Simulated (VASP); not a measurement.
# BaTiO3 in VASP: a series of runs

The runs below take BaTiO3 through single point, relaxation of cell and atoms, with PBE.

All numbers are computed with VASP 6.6.1; they aren't measurements. Logs are shortened: lines on timing, memory, paths and dates and some standing lists are left out, and cuts for length are marked.

## (1) The cell of the first run

The structure is cubic, space group Pm-3m (No. 221). Conventional cell: a = 4.019 Å, b = 4.019 Å, c = 4.019 Å, α = 90.00°, β = 90.00°, γ = 90.00°. Within 3.7 Å of Ba (site symmetry m-3m) lie 12 O at 2.84 Å and 8 Ti at 3.48 Å. Within 2.7 Å of Ti (site symmetry m-3m) lie 6 O at 2.01 Å. Within 2.7 Å of O (site symmetry 4/mmm) lie 2 Ti at 2.01 Å.

## (2) Single point, PBE

The input, INCAR:

```
SYSTEM = BaTiO3
  PREC = Accurate
  ENCUT = 520
  EDIFF = 1E-7
  ISMEAR = -1
  SIGMA = 0.0618
  LREAL = .False.
  LASPH = .True.
  NELM = 80
  ALGO = Normal
  ISIF = 2
  LWAVE = .False.
  LCHARG = .False.
  GGA = PE
  NBANDS = 28
```

The input, KPOINTS:

```
Automatic mesh
0
Gamma
  7 7 6
  0 0 0
```

The input, POSCAR:

```
BaTiO3
1.0
    4.0191665031      0.0000000000      0.0000000000
    0.0000000000      4.0191665031      0.0000000000
    0.0000000000      0.0000000000      4.0192826944
Ba Ti O
1 1 3
Direct
    0.0000000000      0.0000000000      0.0000000000
    0.5000000000      0.5000000000      0.5000000000
    0.5000000000      0.5000000000      0.0000000000
    0.5000000000      0.0000000000      0.5000000000
    0.0000000000      0.5000000000      0.5000000000
```

Potentials or basis: VASP PAW PBE potentials, release 64 (Ba_sv, Ti_sv, O).

Launch:

```sh
> cat potpaw_PBE.64/Ba_sv/POTCAR potpaw_PBE.64/Ti_sv/POTCAR potpaw_PBE.64/O/POTCAR > POTCAR
> mpirun -np 1 vasp_std > vasp.out
```

OUTCAR:

```text
SYSTEM = BaTiO3
   PREC = Accurate
   ENCUT = 520
   EDIFF = 1E-7
   ISMEAR = -1
   LREAL = .False.
   LASPH = .True.
   NELM = 80
   ISIF = 2
   GGA = PE

 ion  position               nearest neighbor table
   1  0.000  0.000  0.000-   3 2.84   3 2.84   3 2.84   3 2.84   5 2.84   4 2.84   5 2.84   5 2.84
                             5 2.84   4 2.84   4 2.84   4 2.84   2 3.48   2 3.48   2 3.48   2 3.48
   2  0.500  0.500  0.500-   4 2.01   5 2.01   4 2.01   5 2.01   3 2.01   3 2.01   1 3.48   1 3.48
                             1 3.48   1 3.48   1 3.48   1 3.48   1 3.48   1 3.48
   3  0.500  0.500  0.000-   2 2.01   2 2.01   1 2.84   1 2.84   1 2.84   1 2.84
   4  0.500  0.000  0.500-   2 2.01   2 2.01   1 2.84   1 2.84   1 2.84   1 2.84
   5  0.000  0.500  0.500-   2 2.01   2 2.01   1 2.84   1 2.84   1 2.84   1 2.84

  LATTYP: Found a simple tetragonal cell.
 ALAT       =     4.0191665031
 C/A-ratio  =     1.0000289093

  Lattice vectors:

 A1 = (   4.0191665031,   0.0000000000,   0.0000000000)
 A2 = (   0.0000000000,   4.0191665031,   0.0000000000)
 A3 = (   0.0000000000,   0.0000000000,   4.0192826944)

Analysis of symmetry for initial positions (statically):
=====================================================================
 Subroutine PRICEL returns:
 Original cell was already a primitive cell.

 Routine SETGRP: Setting up the symmetry group for a
 simple tetragonal supercell.

 Subroutine GETGRP returns: Found 16 space group operations
 (whereof 16 operations were pure point group operations)
 out of a pool of 16 trial point group operations.

The static configuration has the point symmetry D_4h.

Analysis of symmetry for dynamics (positions and initial velocities):
=====================================================================
 Subroutine PRICEL returns:
 Original cell was already a primitive cell.

 Routine SETGRP: Setting up the symmetry group for a
 simple tetragonal supercell.

 Subroutine GETGRP returns: Found 16 space group operations
 (whereof 16 operations were pure point group operations)
 out of a pool of 16 trial point group operations.

The dynamic configuration has the point symmetry D_4h.

 Subroutine INISYM returns: Found 16 space group operations
 (whereof 16 operations are pure point group operations),
 and found     1 'primitive' translations

----------------------------------------------------------------------------------------

                                     Primitive cell

  volume of cell :      64.9263

[... 92 lines left out ...]
   ENCUT  =  520.0 eV  38.22 Ry    6.18 a.u.   7.47  7.47  7.47*2*pi/ulx,y,z
   NELM   =     80;   NELMIN=  2; NELMDL= -5     # of ELM steps
   EDIFF  = 0.1E-06   stopping-criterion for ELM
   LREAL  =      F    real-space projection
   EDIFFG = 0.1E-05   stopping-criterion for IOM
   NSW    =      0    number of steps for IOM
   IBRION =     -1    ionic relax: 0-MD 1-quasi-New 2-CG
   NFREE  =      0    steps in history (QN), initial steepest desc. (CG)
   ISIF   =      2    stress and relaxation
   ISYM   =      2    0-nonsym 1-usesym 2-fastsym
   POTIM  = 0.5000    time-step for ionic-motion
   TEBEG  =    0.0;   TEEND  =   0.0 temperature during run
   PSTRESS=    0.0 pullay stress
   NELECT =      40.0000    total number of electrons
   NUPDOWN=      -1.0000    fix difference up-down
   EMIN   =  10.00;   EMAX   =-10.00  energy-range for DOS
   EFERMI =   0.00;   METHOD = LEGACY
   ISMEAR =    -1;   SIGMA  =   0.06  broadening in eV -4-tet -1-fermi 0-gaus
   EFERMI_NEDOS =   21; number of points for ismear=-14 and -15
   IALGO  =     38    algorithm
   IMIX   =      4    mixing-type and parameters
     AMIX     =   0.40;   BMIX     =  1.00
     AMIX_MAG =   1.60;   BMIX_MAG =  1.00
  volume/ion in A,a.u.               =      12.99        87.63
  Fermi-wavevector in a.u.,A,eV,Ry     =   1.393011  2.632410 26.401840  1.940481
  Thomas-Fermi vector in A             =   2.516699
   LORBIT       =      0    0 simple, 1 ext, 2 COOP (PROOUT), +10 PAW based schemes
   GGA     = PE    functional components
   LHFCALC =     F    Hartree Fock is set to
   AEXX    =    0.0000 exact exchange contribution
   IVDW    =     0    specifies the selected vdW correction
   LEPSILON=     F    determine dielectric tensor
   LRPA    =     F    only Hartree local field effects (RPA)
 non-spin polarized calculation
  energy-cutoff  :      520.00
  volume of cell :       64.93
 maximum number of plane-waves:      1775
 NGX is ok and might be reduce to    30
   NGX = 15   NGY = 15   NGZ = 15

 number of electron      39.9999976 magnetization

 Free energy of the ion-electron system (eV)
  ---------------------------------------------------
  ext. energy  EPLUGINS =         0.00000000
  ---------------------------------------------------
  free energy    TOTEN  =       -39.98140851 eV

  energy without entropy =      -39.98140838  energy(sigma->0) =      -39.98140844

 E-fermi :   4.6099     XC(G=0): -11.1944

 val. band max:        3.7048717737   @ k =   0.4286   0.4286   0.5000
 cond. band min:       5.4573723676   @ k =   0.0000   0.0000   0.0000
 fundamental gap:      1.7525005939
 Fermi energy:         4.6098768344

 k-point     1 :       0.0000    0.0000    0.0000
  band No.  band energies     occupation
      1     -52.9530      2.00000
      2     -29.1573      2.00000
      3     -29.1572      2.00000
      4     -29.1572      2.00000
      5     -21.1051      2.00000
      6     -13.1260      2.00000
[... 733 lines left out ...]
     27      11.9524      0.00000
     28      13.0317      0.00000

 [... further k-points ...]
[... 5 lines left out ...]
  --------------------------------------------------------------------------------------
  -------------------------------------------------------------------------------------
  Total        0.6999916      0.6999916      0.6991167      0.0000000     -0.0000000      0.0000000
  in kB       17.2736013     17.2736013     17.2520095      0.0000000     -0.0000000      0.0000000
  external PRESSURE =      17.2664040 kB  Pullay stress =       0.0000000 kB

 VOLUME and BASIS-vectors are now :
 -----------------------------------------------------------------------------
  energy-cutoff  :      520.00
  volume of cell :       64.93
      direct lattice vectors                 reciprocal lattice vectors
     4.019166503  0.000000000  0.000000000     0.248807806  0.000000000  0.000000000
     0.000000000  4.019166503  0.000000000     0.000000000  0.248807806  0.000000000
     0.000000000  0.000000000  4.019282694     0.000000000  0.000000000  0.248800613

 POSITION                                       TOTAL-FORCE (eV/Angst)
 -----------------------------------------------------------------------------------
      0.00000      0.00000      0.00000         0.000000      0.000000      0.000000
      2.00958      2.00958      2.00964         0.000000      0.000000      0.000000
      2.00958      2.00958      0.00000         0.000000      0.000000      0.000000
      2.00958      0.00000      2.00964         0.000000      0.000000      0.000000
      0.00000      2.00958      2.00964         0.000000      0.000000      0.000000
 -----------------------------------------------------------------------------------
    total drift:                                0.000000      0.000000     -0.000000

  FREE ENERGIE OF THE ION-ELECTRON SYSTEM (eV)
  ---------------------------------------------------
  free  energy   TOTEN  =       -39.9814085062 eV

  energy  without entropy=      -39.9814083809  energy(sigma->0) =      -39.98140844
```

OSZICAR:

```text
N       E                     dE             d eps       ncg     rms          rms(c)
DAV:   1     0.438983572579E+03    0.43898E+03   -0.20875E+04  2240   0.156E+03
DAV:   2    -0.768340055216E+00   -0.43975E+03   -0.41740E+03  2560   0.429E+02
DAV:   3    -0.487846862356E+02   -0.48016E+02   -0.47536E+02  3168   0.137E+02
DAV:   4    -0.509684617286E+02   -0.21838E+01   -0.21787E+01  3260   0.257E+01
DAV:   5    -0.510480068143E+02   -0.79545E-01   -0.79528E-01  3044   0.364E+00    0.226E+01
DAV:   6    -0.402334152487E+02    0.10815E+02   -0.57690E+01  3196   0.655E+01    0.984E+00
DAV:   7    -0.401553615617E+02    0.78054E-01   -0.10040E+01  3000   0.229E+01    0.648E+00
DAV:   8    -0.399777513842E+02    0.17761E+00   -0.63228E-01  2724   0.684E+00    0.346E+00
DAV:   9    -0.400175833576E+02   -0.39832E-01   -0.38943E-01  3252   0.535E+00    0.173E+00
DAV:  10    -0.399876485969E+02    0.29935E-01   -0.21996E-01  2628   0.475E+00    0.640E-01
DAV:  11    -0.399813812122E+02    0.62674E-02   -0.24289E-02  3084   0.106E+00    0.139E-01
DAV:  12    -0.399815068454E+02   -0.12563E-03   -0.16335E-03  2728   0.339E-01    0.940E-02
DAV:  13    -0.399814255441E+02    0.81301E-04   -0.77832E-04  2708   0.291E-01    0.352E-02
DAV:  14    -0.399814080096E+02    0.17535E-04   -0.82716E-05  2760   0.837E-02    0.118E-02
DAV:  15    -0.399814084481E+02   -0.43855E-06   -0.90016E-06  2764   0.234E-02    0.303E-03
DAV:  16    -0.399814085062E+02   -0.58062E-07   -0.98123E-07  2792   0.754E-03
   1 F= -.39981409E+02 E0= -.39981408E+02  d E =-.125296E-06
```

stdout:

```text
POSCAR found type information on POSCAR BaTiO
 POSCAR found :  3 types and       5 ions
 scaLAPACK will be used
 LDA part: xc-table for (Slater+PW92), standard interpolation
 POSCAR, INCAR and KPOINTS ok, starting setup
 FFT: planning ... GRIDC
 FFT: planning ... GRID_SOFT
 FFT: planning ... GRID
 WAVECAR not read
 entering main loop
```

Run time: 32 s. Hardware: 1 thread of AMD EPYC 9R45 (Zen 5), shared host; peak memory 0.19 GiB.

What came out:

* Free energy: -39.9814 eV
* Pressure: 1.7 GPa
* Band gap on the k mesh: 1.75 eV, indirect (least direct gap 1.88 eV)

Levels at points of the mesh, in eV from the valence-band top:
| k point | band 18 | band 19 | band 20 | band 21 | band 22 | band 23 |
| --- | --- | --- | --- | --- | --- | --- |
| (0.00, 0.00, 0.00) | -0.12 | -0.12 | -0.12 | 1.75 | 1.75 | 1.75 |
| (0.00, 0.00, 0.50) | -1.78 | -0.68 | -0.68 | 1.91 | 3.45 | 3.45 |

Caveat: spin-orbit coupling is left out, which moves the levels of the heavy elements. A k mesh can miss the band edges.

## (3) Relaxation of cell and atoms, PBE

This run uses another cell than the first one, of 12.71 Å³/atom, 0.979 times its volume.

The input, INCAR:

```
SYSTEM = BaTiO3
  ALGO = Normal
  EDIFF = 1E-7
  EDIFFG = -0.03
  ENCUT = 600
  GGA = PE
  IBRION = 2
  ISIF = 3
  ISMEAR = -1
  LASPH = .TRUE.
  LCHARG = .FALSE.
  LREAL = .FALSE.
  LWAVE = .FALSE.
  NELM = 60
  NSW = 60
  PREC = Accurate
  SIGMA = 0.0618
```

The input, KPOINTS:

```
k-points
0
G
  7 7 6
  0 0 0
```

POSCAR: that of step 2 with these lines changed.

```diff
@@ -2,5 +2,5 @@
 1.0
-    4.0191665031      0.0000000000      0.0000000000
-    0.0000000000      4.0191665031      0.0000000000
-    0.0000000000      0.0000000000      4.0192826944
+    3.9842388100      0.0000000000      0.0000000000
+    0.0000000000      3.9842388100      0.0000000000
+    0.0000000000      0.0000000000      4.0023680000
 Ba Ti O
```

Potentials or basis: VASP PAW PBE potentials, release 64 (Ba_sv, Ti_sv, O).

Launch:

```sh
> cat potpaw_PBE.64/Ba_sv/POTCAR potpaw_PBE.64/Ti_sv/POTCAR potpaw_PBE.64/O/POTCAR > POTCAR
> mpirun -np 1 vasp_std > vasp.out
```

It took 88 s on 1 thread of AMD EPYC 9R45 (Zen 5), shared host; peak memory 0.21 GiB.

It converged, with:

```yaml
Free_energy: -39.9881 eV
Relaxed_volume: 13.11 Å³/atom
Relaxed_cell: a = 4.029 Å, b = 4.029 Å, c = 4.040 Å, α = 90.00°, β = 90.00°, γ = 90.00°
Space_group_after_relaxing_to_0.05_Å: Pm-3m (No. 221)
Energy_gained_by_relaxing: 6.7 meV/atom
Ionic_steps: 3
Pressure_after_relaxing: 0.0 GPa
Band_gap_on_the_k_mesh: 1.73 eV, indirect (least direct gap 1.86 eV)
```

Stress tensor (GPa, compression positive):
```
 0.12  0.00  0.00
 0.00  0.12  0.00
 0.00  0.00 -0.36
```

Step by step:
| step | energy change (eV) | largest force (eV/Å) | pressure (GPa) | volume (Å³) |
| --- | --- | --- | --- | --- |
| 1 | 0.0000 | 0.0000 | 5.41 | 63.53 |
| 2 | -0.0042 | 0.0000 | -4.54 | 67.56 |
| 3 | -0.0333 | 0.0000 | -0.04 | 65.56 |

Final structure:
```
Ba Ti O
1.0
     4.02863    0.00000    0.00000
     0.00000    4.02863    0.00000
     0.00000    0.00000    4.03977
Ba Ti O
1 1 3
Direct
  0.00000 0.00000 0.00000
  0.50000 0.50000 0.50000
  0.50000 0.50000 0.00000
  0.50000 0.00000 0.50000
  0.00000 0.50000 0.50000
```

Levels at points of the mesh, in eV from the valence-band top:
```tsv
k point	band 16	band 17	band 18	band 19	band 20	band 21	band 22	band 23	band 24
(0.00, 0.00, 0.00)	-1.02	-1.02	-0.13	-0.13	-0.13	1.73	1.73	1.74	3.79
(0.00, 0.00, 0.50)	-1.82	-1.75	-1.75	-0.68	-0.68	1.89	3.39	3.39	3.80
```

Caveat: spin-orbit coupling is left out, which moves the levels of the heavy elements.
